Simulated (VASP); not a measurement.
# Te (P3_121) in VASP: a series of runs

The runs below take Te through single point, relaxation of cell and atoms, with PBE+D3(BJ).

Everything below comes from runs of VASP 6.6.1. Logs are shortened: lines on timing, memory, paths and dates and some standing lists are left out, and cuts for length are marked.

### 1 The cell of the first run

It takes space group P3_121 (No. 152, trigonal). Conventional cell: a = 4.316 Å, b = 4.316 Å, c = 5.970 Å, α = 90.00°, β = 90.00°, γ = 120.00°. Te (site symmetry 2) has 6 Te at 2.91 to 3.35 Å within 3.8 Å.

### 2 Single point, PBE+D3(BJ)

INCAR

```
PREC     = Accurate       # precision mode
ENCUT    = 520            # plane-wave cutoff, eV
EDIFF    = 1E-6           # SCF threshold, eV
ISMEAR   = 0              # smearing method
SIGMA    = 0.1            # smearing width, eV
LREAL    = F              # projectors in reciprocal space
LASPH    = T              # aspherical terms in the spheres
NELM     = 80             # most SCF steps
ALGO     = Normal         # electronic algorithm
ISIF     = 2              # what is computed and relaxed
LWAVE    = F              # write WAVECAR
LCHARG   = F              # write CHGCAR
GGA      = PE             # functional
IVDW     = 12             # dispersion correction
NBANDS   = 16             # bands
```

KPOINTS

```
Automatic mesh
0
Gamma
  12 12 8
```

POSCAR

```
Te
1.0
    4.3162892893      0.0000000000      0.0000000000
   -2.1581446447      3.7380161746      0.0000000000
    0.0000000000      0.0000000000      5.9702325534
Te
3
Direct
    0.2848381090      0.0000000000      0.3333333333
    0.0000000000      0.2848381090      0.6666666667
    0.7151618910      0.7151618910      0.0000000000
```

Potentials or basis: VASP PAW PBE potentials, release 64 (Te).

Launch:

```sh
> cat potpaw_PBE.64/Te/POTCAR > POTCAR
> mpirun -np 1 vasp_std > vasp.out
```

OUTCAR:

```text
PREC = Accurate
   ENCUT = 520
   EDIFF = 1E-6
   ISMEAR = 0
   LREAL = F
   LASPH = T
   NELM = 80
   ISIF = 2
   GGA = PE
   IVDW = 12
 IVDW          = 12

 ion  position               nearest neighbor table
   1  0.285  0.000  0.333-   3 2.91   2 2.91   3 3.35   3 3.35   2 3.35   2 3.35
   2  0.000  0.285  0.667-   3 2.91   1 2.91   3 3.35   3 3.35   1 3.35   1 3.35
   3  0.715  0.715  0.000-   1 2.91   2 2.91   2 3.35   1 3.35   1 3.35   2 3.35

  LATTYP: Found a hexagonal cell.
 ALAT       =     4.3162892893
 C/A-ratio  =     1.3831863791

  Lattice vectors:

 A1 = (   4.3162892893,   0.0000000000,   0.0000000000)
 A2 = (  -2.1581446447,   3.7380161746,   0.0000000000)
 A3 = (   0.0000000000,   0.0000000000,   5.9702325534)

Analysis of symmetry for initial positions (statically):
=====================================================================
 Subroutine PRICEL returns:
 Original cell was already a primitive cell.

 Routine SETGRP: Setting up the symmetry group for a
 hexagonal supercell.

 Subroutine GETGRP returns: Found  6 space group operations
 (whereof  2 operations were pure point group operations)
 out of a pool of 24 trial point group operations.

The static configuration has the point symmetry C_2 .
 The point group associated with its full space group is D_3 .

Analysis of symmetry for dynamics (positions and initial velocities):
=====================================================================
 Subroutine PRICEL returns:
 Original cell was already a primitive cell.

 Routine SETGRP: Setting up the symmetry group for a
 hexagonal supercell.

 Subroutine GETGRP returns: Found  6 space group operations
 (whereof  2 operations were pure point group operations)
 out of a pool of 24 trial point group operations.

The dynamic configuration has the point symmetry C_2 .
 The point group associated with its full space group is D_3 .

 Subroutine INISYM returns: Found  6 space group operations
 (whereof  2 operations are pure point group operations),
 and found     1 'primitive' translations

----------------------------------------------------------------------------------------

                                     Primitive cell

  volume of cell :      96.3259

  direct lattice vectors                    reciprocal lattice vectors
     4.316289289  0.000000000  0.000000000     0.231680486  0.133760791  0.000000000
    -2.158144645  3.738016175  0.000000000     0.000000000  0.267521582  0.000000000
     0.000000000  0.000000000  5.970232553     0.000000000  0.000000000  0.167497663

  length of vectors
     4.316289289  4.316289289  5.970232553     0.267521582  0.267521582  0.167497663

  position of ions in fractional coordinates (direct lattice)
     0.284838109  0.000000000  0.333333333
     0.000000000  0.284838109  0.666666667
     0.715161891  0.715161891  0.000000000

  ion indices of the primitive-cell ions
   primitive index   ion index
                 1           1
                 2           2
                 3           3

----------------------------------------------------------------------------------------

 KPOINTS: Automatic mesh

Automatic generation of k-mesh.
 Grid dimensions read from file:
 generate k-points for:   12   12    8

 Generating k-lattice:

  Cartesian coordinates                     Fractional coordinates (reciprocal lattice)
     0.019306707  0.011146733  0.000000000     0.083333333  0.000000000  0.000000000
     0.000000000  0.022293465  0.000000000     0.000000000  0.083333333  0.000000000
     0.000000000  0.000000000  0.020937208     0.000000000  0.000000000  0.125000000

  Length of vectors
     0.022293465  0.022293465  0.020937208

  Shift w.r.t. Gamma in fractional coordinates (k-lattice)
     0.000000000  0.000000000  0.000000000

 Subroutine IBZKPT returns following result:
 ===========================================

 Found    131 irreducible k-points:

 Following reciprocal coordinates:
            Coordinates               Weight
  0.000000  0.000000  0.000000      1.000000
  0.083333  0.000000  0.000000      6.000000
  0.166667  0.000000  0.000000      6.000000
  0.250000  0.000000  0.000000      6.000000
  0.333333 -0.000000  0.000000      6.000000
  0.416667 -0.000000  0.000000      6.000000
[... 16 lines left out ...]
  0.166667  0.000000  0.125000      6.000000
  0.000000  0.166667  0.125000      6.000000
 [... further k-points ...]
   k-points           NKPTS =    131   k-points in BZ     NKDIM =    131   number of bands    NBANDS=     16
   number of dos      NEDOS =    301   number of ions     NIONS =      3
   total plane-waves  NPLWV =  49152
   dimension x,y,z NGX =    32 NGY =   32 NGZ =   48
   dimension x,y,z NGXF=    64 NGYF=   64 NGZF=   96
   ions per type =               3
   NGX,Y,Z   is equivalent  to a cutoff of  12.33, 12.33, 13.37 a.u.
   NGXF,Y,Z  is equivalent  to a cutoff of  24.65, 24.65, 26.73 a.u.
 SYSTEM =  unknown system
   PREC   = accura    normal or accurate (medium, high low for compatibility)
   ISTART =      0    job   : 0-new  1-cont  2-samecut
   ICHARG =      2    charge: 1-file 2-atom 10-const
   ISPIN  =      1    spin polarized calculation?
   LNONCOLLINEAR =      F non collinear calculations
   LSORBIT =      F    spin-orbit coupling
   LASPH  =      T    aspherical Exc in radial PAW
   ENCUT  =  520.0 eV  38.22 Ry    6.18 a.u.   8.03  8.03 11.10*2*pi/ulx,y,z
   NELM   =     80;   NELMIN=  2; NELMDL= -5     # of ELM steps
   EDIFF  = 0.1E-05   stopping-criterion for ELM
   LREAL  =      F    real-space projection
   EDIFFG = 0.1E-04   stopping-criterion for IOM
   NSW    =      0    number of steps for IOM
   IBRION =     -1    ionic relax: 0-MD 1-quasi-New 2-CG
   NFREE  =      0    steps in history (QN), initial steepest desc. (CG)
   ISIF   =      2    stress and relaxation
   ISYM   =      2    0-nonsym 1-usesym 2-fastsym
   POTIM  = 0.5000    time-step for ionic-motion
   TEBEG  =    0.0;   TEEND  =   0.0 temperature during run
   PSTRESS=    0.0 pullay stress
   NELECT =      18.0000    total number of electrons
   NUPDOWN=      -1.0000    fix difference up-down
   EMIN   =  10.00;   EMAX   =-10.00  energy-range for DOS
   EFERMI =   0.00;   METHOD = LEGACY
   ISMEAR =     0;   SIGMA  =   0.10  broadening in eV -4-tet -1-fermi 0-gaus
   EFERMI_NEDOS =   21; number of points for ismear=-14 and -15
   IALGO  =     38    algorithm
   IMIX   =      4    mixing-type and parameters
     AMIX     =   0.40;   BMIX     =  1.00
     AMIX_MAG =   1.60;   BMIX_MAG =  1.00
  volume/ion in A,a.u.               =      32.11       216.68
  Fermi-wavevector in a.u.,A,eV,Ry     =   0.935947  1.768684 11.918665  0.875997
  Thomas-Fermi vector in A             =   2.062907
   LORBIT       =      0    0 simple, 1 ext, 2 COOP (PROOUT), +10 PAW based schemes
   GGA     = PE    functional components
   LHFCALC =     F    Hartree Fock is set to
   AEXX    =    0.0000 exact exchange contribution
   IVDW    =    12    specifies the selected vdW correction
   LEPSILON=     F    determine dielectric tensor
   LRPA    =     F    only Hartree local field effects (RPA)
 non-spin polarized calculation
 Gauss-broadening in eV      SIGMA  =   0.10
  energy-cutoff  :      520.00
  volume of cell :       96.33
 maximum number of plane-waves:      2616
   NGX = 17   NGY = 17   NGZ = 23

 number of electron      17.9999998 magnetization

 Free energy of the ion-electron system (eV)
  ---------------------------------------------------
  ext. energy  EPLUGINS =         0.00000000
  ---------------------------------------------------
  free energy    TOTEN  =        -9.37674603 eV

  energy without entropy =       -9.37647538  energy(sigma->0) =       -9.37661070

 E-fermi :   6.7151     XC(G=0):  -9.3454

 val. band max:        6.6943461397   @ k =   0.3333   0.3333   0.5000
 cond. band min:       6.9293455358   @ k =   0.0000   0.0000   0.5000
 fundamental gap:      0.2349993961
 Fermi energy:         6.7151200299

 k-point     1 :       0.0000    0.0000    0.0000
  band No.  band energies     occupation
      1      -7.2054      2.00000
      2      -3.8360      2.00000
      3      -3.8360      2.00000
      4       3.7511      2.00000
      5       4.0965      2.00000
      6       4.0965      2.00000
[... 8 lines left out ...]
     15      12.7954      0.00000
     16      12.7954      0.00000

 k-point     2 :       0.0833    0.0000    0.0000
  band No.  band energies     occupation
      1      -7.1496      2.00000
      2      -3.8401      2.00000
      3      -3.8175      2.00000
      4       3.2150      2.00000
      5       3.6987      2.00000
      6       3.8733      2.00000
[... 8 lines left out ...]
     15      12.7231      0.00000
     16      12.8976      0.00000

 k-point     3 :       0.1667    0.0000    0.0000
  band No.  band energies     occupation
      1      -6.9847      2.00000
      2      -3.8738      2.00000
      3      -3.7633      2.00000
      4       2.4056      2.00000
      5       3.1427      2.00000
      6       3.5136      2.00000
[... 8 lines left out ...]
     15      12.7621      0.00000
     16      13.2870      0.00000

 k-point     4 :       0.2500    0.0000    0.0000
  band No.  band energies     occupation
      1      -6.7204      2.00000
      2      -3.9887      2.00000
      3      -3.6812      2.00000
      4       1.8152      2.00000
      5       2.6247      2.00000
      6       3.1666      2.00000
[... 8 lines left out ...]
     15      13.1227      0.00000
     16      13.9366      0.00000
[... 324 lines left out ...]
 k-point    22 :       0.0000    0.0833    0.1250
  band No.  band energies     occupation
      1      -7.0930      2.00000
      2      -4.5430      2.00000
      3      -3.0929      2.00000
      4       3.2876      2.00000
      5       3.4224      2.00000
      6       3.9207      2.00000
[... 8 lines left out ...]
     15      12.4632      0.00000
     16      12.8796      0.00000

 k-point    23 :       0.1667    0.0000    0.1250
  band No.  band energies     occupation
      1      -6.9310      2.00000
      2      -4.4556      2.00000
      3      -3.2015      2.00000
      4       2.4735      2.00000
      5       3.4251      2.00000
      6       3.5998      2.00000
[... 8 lines left out ...]
     15      12.4701      0.00000
     16      12.8251      0.00000

 k-point    24 :       0.0000    0.1667    0.1250
  band No.  band energies     occupation
      1      -6.9281      2.00000
      2      -4.5008      2.00000
      3      -3.1227      2.00000
      4       2.4644      2.00000
      5       2.8412      2.00000
      6       3.5327      2.00000
[... 8 lines left out ...]
     15      12.8836      0.00000
     16      13.3926      0.00000

 [... further k-points ...]

------------------------ aborting loop because EDIFF is reached ----------------------------------------

 Edisp (eV)   -1.36952

 E8    (eV) :    -0.6291

  FORCE on cell =-STRESS in cart. coord.  units (eV):
  Direction    XX          YY          ZZ          XY          YZ          ZX
  --------------------------------------------------------------------------------------
  -------------------------------------------------------------------------------------
  Total      -0.02521    -0.02521    -0.00188     0.00000     0.00000     0.00000
  in kB      -0.41929    -0.41929    -0.03124     0.00000     0.00000     0.00000
  external pressure =       -0.29 kB  Pullay stress =        0.00 kB

 VOLUME and BASIS-vectors are now :
 -----------------------------------------------------------------------------
  energy-cutoff  :      520.00
  volume of cell :       96.33
      direct lattice vectors                 reciprocal lattice vectors
     4.316289289  0.000000000  0.000000000     0.231680486  0.133760791  0.000000000
    -2.158144645  3.738016175  0.000000000     0.000000000  0.267521582  0.000000000
     0.000000000  0.000000000  5.970232553     0.000000000  0.000000000  0.167497663

 POSITION                                       TOTAL-FORCE (eV/Angst)
 -----------------------------------------------------------------------------------
      1.22944      0.00000      1.99008         0.009748     -0.000000     -0.000000
     -0.61472      1.06473      3.98016        -0.004874      0.008442     -0.000000
      1.54342      2.67329      0.00000        -0.004874     -0.008442      0.000000
 -----------------------------------------------------------------------------------
    total drift:                                0.000000     -0.000000      0.000000

  FREE ENERGIE OF THE ION-ELECTRON SYSTEM (eV)
  ---------------------------------------------------
  free  energy   TOTEN  =       -10.7462653468 eV

  energy  without entropy=      -10.7459946964  energy(sigma->0) =      -10.74613002
```

Run time: 50 s. Hardware: 1 thread of Intel Xeon 6975P-C (Granite Rapids), shared host; peak memory 0.32 GiB.

Results:

```
Free energy                : -10.7463 eV
Pressure                   : 0.0 GPa
Largest force              : 0.010 eV/Å
Band gap on the k mesh     : 0.01 eV
Dispersion energy per atom : -0.457 eV
```

Forces in eV/Å, atoms in the order of the input:
```
Te   0.010  0.000  0.000
Te  -0.005  0.008  0.000
Te  -0.005 -0.008  0.000
```

Caveat: spin-orbit coupling is left out, which moves the levels of the heavy elements. A k mesh can miss the band edges.

### 3 Relaxation of cell and atoms, PBE+D3(BJ)

INCAR

```
SYSTEM = Te
PREC = Accurate
ENCUT = 600
EDIFF = 1E-6
ISMEAR = 0
SIGMA = 0.1
LREAL = .FALSE.
LASPH = .TRUE.
NELM = 60
ALGO = Normal
ISIF = 3
LWAVE = .FALSE.
LCHARG = .FALSE.
GGA = PE
IVDW = 12
IBRION = 2
NSW = 100
EDIFFG = -0.005
```

KPOINTS

```
Automatic mesh
0
G
  12 12 8
  0 0 0
```

POSCAR

```
Te
1.0
    4.3180628148      0.0000000000      0.0000000000
   -2.1590314074      3.7395520927      0.0000000000
    0.0000000000      0.0000000000      5.9666458363
Te
3
Direct
    0.2845795122      0.0000000000      0.3333333333
    0.0000000000      0.2845795122      0.6666666667
    0.7154204878      0.7154204878      0.0000000000
```

Potentials or basis: VASP PAW PBE potentials, release 64 (Te).

Launch:

```sh
> cat potpaw_PBE.64/Te/POTCAR > POTCAR
> mpirun -np 1 vasp_std > vasp.out
```

Wall time 2.5 min (1 thread of Intel Xeon 6975P-C (Granite Rapids), shared host); peak memory 0.38 GiB.

Results (log left out):

* Free energy: -10.7464 eV
* Relaxed volume: 32.05 Å³/atom
* Relaxed cell: a = 4.310 Å, b = 4.310 Å, c = 5.976 Å, α = 90.00°, β = 90.00°, γ = 120.00°
* Space group after relaxing (to 0.1 Å): P3_121 (No. 152)
* Energy gained by relaxing: 0.0 meV/atom
* Ionic steps: 7
* Pressure after relaxing: 0.0 GPa
* Largest force after relaxing: 0.005 eV/Å
* Band gap on the k mesh: 0.01 eV
* Dispersion energy per atom: -0.457 eV

Forces in eV/Å, atoms in the order of the input:
```
Te   0.005  0.000  0.000
Te  -0.002  0.004  0.000
Te  -0.002 -0.004  0.000
```

The path:
| step | energy change (eV) | largest force (eV/Å) | pressure (GPa) | volume (Å³) |
| --- | --- | --- | --- | --- |
| 1 | 0.0000 | 0.0145 | -0.01 | 96.35 |
| 2 | 0.0000 | 0.0113 | -0.02 | 96.33 |
| 3 | -0.0001 | 0.0027 | -0.06 | 96.27 |
| 4 | -0.0001 | 0.0041 | -0.02 | 96.18 |
| 5 | -0.0001 | 0.0052 | 0.01 | 96.10 |
| 6 | -0.0001 | 0.0051 | 0.02 | 96.10 |
| 7 | -0.0001 | 0.0046 | 0.00 | 96.14 |

Final structure:
```
CELL_PARAMETERS angstrom
4.31007 0.00000 0.00000
-2.15504 3.73263 0.00000
0.00000 0.00000 5.97580
ATOMIC_POSITIONS crystal
Te 0.28539 0.00000 0.33333
Te 0.00000 0.28539 0.66667
Te 0.71461 0.71461 0.00000
```

Levels at points of the mesh, in eV from the valence-band top:
```tsv
k point	band 6	band 7	band 8	band 9	band 10	band 11	band 12	band 13
(0.00, 0.00, 0.00)	-2.57	-1.77	-1.77	-1.15	1.00	1.00	1.71	4.86
(0.50, 0.00, 0.00)	-4.02	-3.88	-0.82	-0.71	0.56	0.57	2.48	3.75
(0.00, 0.00, 0.50)	-2.65	-1.26	-0.83	-0.83	0.25	0.35	0.35	3.69
(0.50, 0.00, 0.50)	-3.64	-2.76	-2.51	-0.33	0.34	2.02	2.66	4.26
```

Caveat: spin-orbit coupling is left out, which moves the levels of the heavy elements.

The gap in the log of VASP goes by the Fermi energy; the results here count the filled bands.